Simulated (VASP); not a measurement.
# BaTiO3: single point with PBE

The system is BaTiO3.

```xyz
5
Lattice="4.0195 0.0000 0.0000 0.0000 4.0195 0.0000 0.0000 0.0000 4.0195" Properties=species:S:1:pos:R:3 pbc="T T T"
Ba    0.0000    0.0000    0.0000
O     2.0097    2.0097    0.0000
O     0.0000    2.0097    2.0097
O     2.0097    0.0000    2.0097
Ti    2.0097    2.0097    2.0097
```

```yaml
Program: VASP 6.6.1
Task: single point
Functional: PBE
Potentials_or_basis: VASP PAW PBE potentials, release 64 (Ba_sv, O_h, Ti_sv)
Cutoff: 1340 eV
k_mesh: 4 × 4 × 4
Occupations: gaussian, width 0.1 eV
Spin: no spin polarisation
```

The pressure is 1.6 GPa and the band gap on the k mesh is 1.71 eV (least direct gap 1.86 eV).

Levels at points of the mesh, in eV from the valence-band top:
```tsv
k point	band 16	band 17	band 18	band 19	band 20	band 21	band 22	band 23	band 24	band 25
(0.00, 0.00, 0.00)	-1.07	-1.07	-0.16	-0.16	-0.16	1.71	1.71	1.71	3.80	3.80
(0.50, 0.00, 0.00)	-1.88	-1.82	-1.82	-0.71	-0.71	1.86	3.41	3.41	3.81	5.79
(0.50, 0.50, 0.00)	-2.65	-1.72	-0.88	-0.88	-0.09	3.41	3.41	3.82	4.64	7.52
(0.50, 0.50, 0.50)	-2.41	-2.41	0.00	0.00	0.00	4.06	4.06	4.06	6.67	6.67
```

It took 75 s on 1 thread of Intel(R) Xeon(R) Platinum 8375C CPU @ 2.90GHz (Ice Lake), on a shared host, peak memory 0.37 GiB.

Caveat: spin-orbit coupling is left out, which moves the levels of the heavy elements. A k mesh can miss the band edges.
